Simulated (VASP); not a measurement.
Write the native input for VASP 6.6.1 that does the following.

```yaml
Task: single point
Functional: LDA
Potentials_or_basis: VASP PAW LDA potentials, release 64 (Ge_d)
Cutoff: 520 eV
k_mesh: 8 × 8 × 8
Occupations: gaussian, width 0.1 eV
Spin: non-collinear spin, zero start, spin-orbit coupling
Starting_moments: "[[0.0, 0.0, 0.0], [0.0, 0.0, 0.0]] μB"
Dipole_correction: no
Further_INCAR_settings: ALGO = Normal; EDIFF = 1e-06; NBANDS = 40
```

The structure of Ge lies in POSCAR:

```
Ge
1.0
   -2.5744897190      2.5744897190      1.3974126432
    2.5744897190     -2.5744897190      1.3974126432
    2.5744897190      2.5744897190     -1.3974126432
Ge
2
Direct
    0.5000000000      0.5000000000      0.0000000000
    0.2500000000      0.7500000000      0.5000000000
```

One way to write it, as run:

INCAR

```
SYSTEM = Ge
PREC = Accurate
ENCUT = 520
EDIFF = 1E-6
ISMEAR = 0
SIGMA = 0.1
LREAL = .FALSE.
LASPH = .TRUE.
NELM = 150
ALGO = Normal
ISIF = 2
LWAVE = .FALSE.
LCHARG = .TRUE.
LNONCOLLINEAR = .TRUE.
MAGMOM = 0 0 0 0 0 0
LORBIT = 11
LSORBIT = .TRUE.
GGA_COMPAT = .FALSE.
LORBMOM = .TRUE.
LVHAR = .TRUE.
NBANDS = 40
```

KPOINTS

```
Automatic mesh
0
G
  8 8 8
  0 0 0
```

Potentials or basis: VASP PAW LDA potentials, release 64 (Ge_d).

Launch:

```console
$ cat potpaw_LDA.64/Ge_d/POTCAR > POTCAR
$ mpirun -np 1 vasp_ncl > vasp.out
```

It gave:

```json
{
 "Pressure": "-2.6 GPa",
 "Net moment": "0.00 μB per cell",
 "Valence electrons inside the program's atomic spheres": "Ge 12.29"
}
```

It took 4.4 min on 1 thread of Intel Xeon 8259CL, on a shared host, peak memory 0.29 GiB.
